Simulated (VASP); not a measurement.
# SiC18 in VASP: notebook

The runs below take SiC18 through single point, with PBE.

Program: VASP 6.6.1. These are calculated values, not measurements. Logs are shortened: lines on timing, memory, paths and dates and some standing lists are left out, and cuts for length are marked.

### Step 1. The cell of the first run

The cell holds a slab with vacuum, 19 atoms: a = 7.398 Å, b = 7.398 Å, c = 11.000 Å, α = 90.00°, β = 90.00°, γ = 120.00°.

### Step 2. Single point, PBE, collinear spin

Input file INCAR:

```
SYSTEM = SiC18
PREC = Accurate
ENCUT = 520
EDIFF = 1E-7
ISMEAR = -1
SIGMA = 0.02
LREAL = Auto
LASPH = .True.
NELM = 150
ALGO = Normal
ISIF = 2
LWAVE = .False.
LCHARG = .False.
ISPIN = 2
MAGMOM = 0 0 0 0 0 0 0 0 0 0 0 0 0 0 0 0 0 0 1
LORBIT = 11
GGA = PE
NBANDS = 57
```

Input file KPOINTS:

```
regular mesh
0
Gamma
  2 2 1
  0 0 0
```

Input file POSCAR:

```
SiC18
1.0
    7.3980000000      0.0000000000      0.0000000000
   -3.6990000000      6.4068560000      0.0000000000
    0.0000000000      0.0000000000     11.0000000000
C Si
18 1
Direct
    0.0052087393      0.0018080144      0.0865832390
    0.2267973418      0.1117343011      0.0859671288
    0.0040563392      0.3347196276      0.0859289585
    0.2256610760      0.4446568090      0.0865547630
    0.0049725698      0.6677432043      0.0909323550
    0.2258271846      0.7786673627      0.0909206075
    0.3377202874      0.0008924296      0.0892813623
    0.5599713507      0.1127706282      0.0898817572
    0.3368855623      0.3333119696      0.0860862821
    0.5579659706      0.4426295177      0.0912497168
    0.3350614346      0.6658044360      0.0922633217
    0.5590680314      0.7797962423      0.0959813918
    0.6729027722      0.0038305308      0.0912856777
    0.8939898665      0.1131570509      0.0860703047
    0.6708488103      0.3336639505      0.0898652820
    0.8931203664      0.4455357805      0.0892691079
    0.6717094424      0.6665954998      0.0959886055
    0.8957362536      0.7806310211      0.0923277286
    0.6159267008      0.7238247239      0.2790171095
```

Potentials or basis: VASP PAW PBE potentials, release 64 (C, Si).

On the command line:

```
$ cat potpaw_PBE.64/C/POTCAR potpaw_PBE.64/Si/POTCAR > POTCAR
$ mpirun -np 1 vasp_std > vasp.out
```

OUTCAR:

```text
SYSTEM = SiC18
   PREC = Accurate
   ENCUT = 520
   EDIFF = 1E-7
   ISMEAR = -1
   LREAL = Auto
   LASPH = .True.
   NELM = 150
   ISIF = 2
   ISPIN = 2
   LORBIT = 11
   GGA = PE

 ion  position               nearest neighbor table
   1  0.005  0.002  0.087-  18 1.42   2 1.42  14 1.43
   2  0.227  0.112  0.086-   9 1.42   1 1.42   7 1.42
   3  0.004  0.335  0.086-  14 1.42   4 1.42  16 1.42
   4  0.226  0.445  0.087-  11 1.42   3 1.42   9 1.43
   5  0.005  0.668  0.091-   6 1.41  18 1.42  16 1.42
   6  0.226  0.779  0.091-   5 1.41  11 1.42   7 1.42
   7  0.338  0.001  0.089-   2 1.42   6 1.42   8 1.42
   8  0.560  0.113  0.090-  15 1.42  13 1.42   7 1.42
   9  0.337  0.333  0.086-  10 1.42   2 1.42   4 1.43
  10  0.558  0.443  0.091-   9 1.42  15 1.42  17 1.44
  11  0.335  0.666  0.092-   4 1.42   6 1.42  12 1.44
  12  0.559  0.780  0.096-  11 1.44  13 1.44  17 1.45  19 2.14
  13  0.673  0.004  0.091-  14 1.42   8 1.42  12 1.44
  14  0.894  0.113  0.086-  13 1.42   3 1.42   1 1.43
  15  0.671  0.334  0.090-   8 1.42  10 1.42  16 1.42
  16  0.893  0.446  0.089-   3 1.42   5 1.42  15 1.42
  17  0.672  0.667  0.096-  10 1.44  18 1.44  12 1.45  19 2.14
  18  0.896  0.781  0.092-   1 1.42   5 1.42  17 1.44
  19  0.616  0.724  0.279-  12 2.14  17 2.14

  LATTYP: Found a hexagonal cell.
 ALAT       =     7.3980000000
 C/A-ratio  =     1.4868883482

  Lattice vectors:

 A1 = (   7.3980000000,   0.0000000000,   0.0000000000)
 A2 = (  -3.6990000000,   6.4068560000,   0.0000000000)
 A3 = (   0.0000000000,   0.0000000000,  11.0000000000)

Analysis of symmetry for initial positions (statically):
=====================================================================
 Subroutine PRICEL returns:
 Original cell was already a primitive cell.

 Routine SETGRP: Setting up the symmetry group for a
 hexagonal supercell.

 Subroutine GETGRP returns: Found  1 space group operations
 (whereof  1 operations were pure point group operations)
 out of a pool of 24 trial point group operations.

The static configuration has the point symmetry C_1 .

Analysis of symmetry for dynamics (positions and initial velocities):
=====================================================================
 Subroutine PRICEL returns:
 Original cell was already a primitive cell.

 Routine SETGRP: Setting up the symmetry group for a
 hexagonal supercell.

 Subroutine GETGRP returns: Found  1 space group operations
 (whereof  1 operations were pure point group operations)
 out of a pool of 24 trial point group operations.

The dynamic configuration has the point symmetry C_1 .

Analysis of structural, dynamic, and magnetic symmetry:
=====================================================================
 Subroutine PRICEL returns:
 Original cell was already a primitive cell.

 Routine SETGRP: Setting up the symmetry group for a
 hexagonal supercell.

 Subroutine GETGRP returns: Found  1 space group operations
 (whereof  1 operations were pure point group operations)
 out of a pool of 24 trial point group operations.

The overall configuration has the point symmetry C_1 .

 Subroutine INISYM returns: Found  1 space group operations
 (whereof  1 operations are pure point group operations),
 and found     1 'primitive' translations

----------------------------------------------------------------------------------------

                                     Primitive cell

  volume of cell :     521.3771

  direct lattice vectors                    reciprocal lattice vectors
     7.398000000  0.000000000  0.000000000     0.135171668  0.078041398  0.000000000
    -3.699000000  6.406856000  0.000000000     0.000000000  0.156082796  0.000000000
     0.000000000  0.000000000 11.000000000     0.000000000  0.000000000  0.090909091

  length of vectors
     7.398000000  7.398000054 11.000000000     0.156082797  0.156082796  0.090909091

  position of ions in fractional coordinates (direct lattice)
     0.005208739  0.001808014  0.086583239
     0.226797342  0.111734301  0.085967129
[... 73 lines left out ...]
   number of dos      NEDOS =    301   number of ions     NIONS =     19
   total plane-waves  NPLWV = 263424
   dimension x,y,z NGX =    56 NGY =   56 NGZ =   84
   dimension x,y,z NGXF=   112 NGYF=  112 NGZF=  168
   ions per type =              18   1
   NGX,Y,Z   is equivalent  to a cutoff of  12.58, 12.58, 12.70 a.u.
   NGXF,Y,Z  is equivalent  to a cutoff of  25.17, 25.17, 25.39 a.u.
 SYSTEM =  SiC18
   PREC   = accura    normal or accurate (medium, high low for compatibility)
   ISTART =      0    job   : 0-new  1-cont  2-samecut
   ICHARG =      2    charge: 1-file 2-atom 10-const
   ISPIN  =      2    spin polarized calculation?
   LNONCOLLINEAR =      F non collinear calculations
   LSORBIT =      F    spin-orbit coupling
   LASPH  =      T    aspherical Exc in radial PAW
   ENCUT  =  520.0 eV  38.22 Ry    6.18 a.u.  13.76 13.76 20.45*2*pi/ulx,y,z
   NELM   =    150;   NELMIN=  2; NELMDL= -5     # of ELM steps
   EDIFF  = 0.1E-06   stopping-criterion for ELM
   LREAL  =      T    real-space projection
   EDIFFG = 0.1E-05   stopping-criterion for IOM
   NSW    =      0    number of steps for IOM
   IBRION =     -1    ionic relax: 0-MD 1-quasi-New 2-CG
   NFREE  =      0    steps in history (QN), initial steepest desc. (CG)
   ISIF   =      2    stress and relaxation
   ISYM   =      2    0-nonsym 1-usesym 2-fastsym
   POTIM  = 0.5000    time-step for ionic-motion
   TEBEG  =    0.0;   TEEND  =   0.0 temperature during run
   PSTRESS=    0.0 pullay stress
   NELECT =      76.0000    total number of electrons
   NUPDOWN=      -1.0000    fix difference up-down
   EMIN   =  10.00;   EMAX   =-10.00  energy-range for DOS
   EFERMI =   0.00;   METHOD = LEGACY
   ISMEAR =    -1;   SIGMA  =   0.02  broadening in eV -4-tet -1-fermi 0-gaus
   EFERMI_NEDOS =   21; number of points for ismear=-14 and -15
   IALGO  =     38    algorithm
   IMIX   =      4    mixing-type and parameters
     AMIX     =   0.40;   BMIX     =  1.00
     AMIX_MAG =   1.60;   BMIX_MAG =  1.00
  volume/ion in A,a.u.               =      27.44       185.18
  Fermi-wavevector in a.u.,A,eV,Ry     =   0.861580  1.628149 10.099867  0.742319
  Thomas-Fermi vector in A             =   1.979254
   LORBIT       =     11    0 simple, 1 ext, 2 COOP (PROOUT), +10 PAW based schemes
   GGA     = PE    functional components
   LHFCALC =     F    Hartree Fock is set to
   AEXX    =    0.0000 exact exchange contribution
   IVDW    =     0    specifies the selected vdW correction
   LEPSILON=     F    determine dielectric tensor
   LRPA    =     F    only Hartree local field effects (RPA)
 spin polarized calculation
  energy-cutoff  :      520.00
  volume of cell :      521.38
 maximum number of plane-waves:     14099
 NGX is ok and might be reduce to    56
   NGX = 27   NGY = 27   NGZ = 41

 number of electron      75.9999999 magnetization       0.5287357

 Free energy of the ion-electron system (eV)
  ---------------------------------------------------
  ext. energy  EPLUGINS =         0.00000000
  ---------------------------------------------------
  free energy    TOTEN  =      -167.45266103 eV

  energy without entropy =     -167.44457393  energy(sigma->0) =     -167.44861748

 E-fermi :  -0.6939     XC(G=0):  -4.4692

 val. band max:       -0.6968006293   @ k =   0.5000  -0.0000   0.0000
 cond. band min:      -0.6863586345   @ k =   0.0000   0.5000   0.0000
 fundamental gap:      0.0104419947
 Fermi energy:        -0.6939203387

 spin component 1

 k-point     1 :       0.0000    0.0000    0.0000
  band No.  band energies     occupation
      1     -20.7149      1.00000
      2     -18.4939      1.00000
      3     -18.1192      1.00000
      4     -18.0496      1.00000
      5     -18.0039      1.00000
      6     -17.9184      1.00000
[... 201 lines left out ...]
     49       4.2215      0.00000
     50       4.9130      0.00000
 Fermi energy:        -0.6939203387

 spin component 2

 k-point     1 :       0.0000    0.0000    0.0000
  band No.  band energies     occupation
      1     -20.7160      1.00000
      2     -18.4844      1.00000
      3     -18.1336      1.00000
      4     -18.0577      1.00000
      5     -18.0100      1.00000
      6     -17.9145      1.00000
[... 201 lines left out ...]
     49       4.2526      0.00000
     50       4.9497      0.00000
 [bands above 50 left out]

------------------------ aborting loop because EDIFF is reached ----------------------------------------

  FORCE on cell =-STRESS in cart. coord.  units (eV):
  Direction    XX          YY          ZZ          XY          YZ          ZX
  --------------------------------------------------------------------------------------
  -------------------------------------------------------------------------------------
  Total        4.6143263      5.7224983     -0.3360730      0.9411713     -0.0077871      0.0022247
  in kB       14.1796955     17.5850772     -1.0327430      2.8921930     -0.0239295      0.0068364
  external PRESSURE =      10.2440099 kB  Pullay stress =       0.0000000 kB

 VOLUME and BASIS-vectors are now :
 -----------------------------------------------------------------------------
  energy-cutoff  :      520.00
  volume of cell :      521.38
      direct lattice vectors                 reciprocal lattice vectors
     7.398000000  0.000000000  0.000000000     0.135171668  0.078041398  0.000000000
    -3.699000000  6.406856000  0.000000000     0.000000000  0.156082796  0.000000000
     0.000000000  0.000000000 11.000000000     0.000000000  0.000000000  0.090909091

 POSITION                                       TOTAL-FORCE (eV/Angst)
 -----------------------------------------------------------------------------------
      0.03185      0.01158      0.95242         0.005473      0.017051     -0.017594
      1.26454      0.71587      0.94564        -0.008221      0.005881     -0.003432
     -1.20812      2.14450      0.94522         0.015016     -0.001404     -0.003087
      0.02466      2.84885      0.95210        -0.007554     -0.018380     -0.018966
     -2.43320      4.27813      1.00026         0.019347     -0.002529     -0.003607
     -1.20962      4.98881      1.00013        -0.022399      0.003795     -0.003525
[... 11 lines left out ...]
      3.73910      5.00139      1.01561         0.006594      0.007656      0.011191
      1.87920      4.63744      3.06919         0.000512     -0.003432     -0.112970
 -----------------------------------------------------------------------------------
    total drift:                               -0.014882     -0.003216      0.005766

  FREE ENERGIE OF THE ION-ELECTRON SYSTEM (eV)
  ---------------------------------------------------
  free  energy   TOTEN  =      -167.4526610279 eV

  energy  without entropy=     -167.4445739272  energy(sigma->0) =     -167.44861748

 total charge

# of ion       s       p       d       tot
------------------------------------------
    1        0.861   1.797   0.000   2.658
    2        0.862   1.797   0.000   2.659
    3        0.862   1.797   0.000   2.659
    4        0.861   1.797   0.000   2.658
    5        0.861   1.799   0.000   2.660
    6        0.861   1.799   0.000   2.660
[... 11 lines left out ...]
   18        0.863   1.780   0.000   2.642
   19        0.939   0.601   0.000   1.540
--------------------------------------------------
tot         16.443  32.855   0.000  49.297

 magnetization (x)

# of ion       s       p       d       tot
------------------------------------------
    1        0.000  -0.002   0.000  -0.002
    2        0.000   0.001   0.000   0.001
    3        0.000   0.001   0.000   0.001
    4        0.000  -0.002   0.000  -0.002
    5        0.000   0.002   0.000   0.002
    6        0.000   0.002   0.000   0.002
[... 11 lines left out ...]
   18        0.000  -0.010   0.000  -0.010
   19        0.005   0.178   0.000   0.183
--------------------------------------------------
tot          0.007   0.145   0.000   0.153
```

Wall time 7.5 min (1 thread of Intel Xeon Platinum 8488C (Sapphire Rapids), shared host); peak memory 0.79 GiB.

Results:

- Free energy: -167.4527 eV
- Largest force: 0.113 eV/Å
- Net moment: 0.53 μB per cell
- Site moments: C -0.00, +0.00, +0.01, -0.01 (each value once); Si +0.18 μB
- Valence electrons inside the program's atomic spheres: C 2.66, 2.65, 2.64 (each value once); Si 1.54

Forces in eV/Å, atoms in the order of the input:
```
C    0.005  0.017 -0.018
C   -0.008  0.006 -0.003
C    0.015 -0.001 -0.003
C   -0.008 -0.018 -0.019
C    0.019 -0.003 -0.004
C   -0.022  0.004 -0.004
C   -0.004 -0.001  0.013
C   -0.045  0.032  0.004
C   -0.031 -0.016 -0.007
C   -0.032  0.021  0.046
C    0.001 -0.013  0.011
C   -0.010  0.000  0.014
C    0.029 -0.035  0.044
C    0.029  0.017 -0.005
C    0.047 -0.035  0.003
C   -0.014  0.005  0.012
C    0.020  0.015  0.019
C    0.007  0.008  0.011
Si   0.001 -0.003 -0.113
```

Levels at points of the mesh, in eV from the Fermi level:
Spin up:
| k point | band 35 | band 36 | band 37 | band 38 | band 39 | band 40 | band 41 | band 42 |
| --- | --- | --- | --- | --- | --- | --- | --- | --- |
| (0.00, 0.00, 0.00) | -3.41 | -1.17 | -0.90 | -0.59 | -0.44 | 0.06 | 1.10 | 2.54 |
| (0.50, 0.00, 0.00) | -3.17 | -3.03 | -2.74 | -0.45 | 0.10 | 1.40 | 1.64 | 2.09 |
| (0.00, 0.50, 0.00) | -3.17 | -3.03 | -2.74 | -0.46 | 0.12 | 1.40 | 1.64 | 2.09 |
| (0.50, 0.50, 0.00) | -3.16 | -3.01 | -2.74 | -0.38 | 0.36 | 0.72 | 1.93 | 2.06 |
Spin down:
| k point | band 34 | band 35 | band 36 | band 37 | band 38 | band 39 | band 40 | band 41 |
| --- | --- | --- | --- | --- | --- | --- | --- | --- |
| (0.00, 0.00, 0.00) | -3.44 | -3.41 | -1.18 | -0.90 | -0.45 | -0.43 | 1.05 | 1.07 |
| (0.50, 0.00, 0.00) | -3.32 | -3.13 | -3.04 | -2.74 | 0.00 | 0.54 | 1.43 | 1.75 |
| (0.00, 0.50, 0.00) | -3.32 | -3.13 | -3.04 | -2.74 | 0.01 | 0.53 | 1.43 | 1.77 |
| (0.50, 0.50, 0.00) | -3.27 | -3.20 | -2.98 | -2.74 | 0.32 | 0.62 | 0.73 | 1.93 |

Caveat: the k points lie up to 0.49 Å⁻¹ apart; there is no dipole correction, which matters where the two faces differ.

(Part 1 of 2 ends here.)
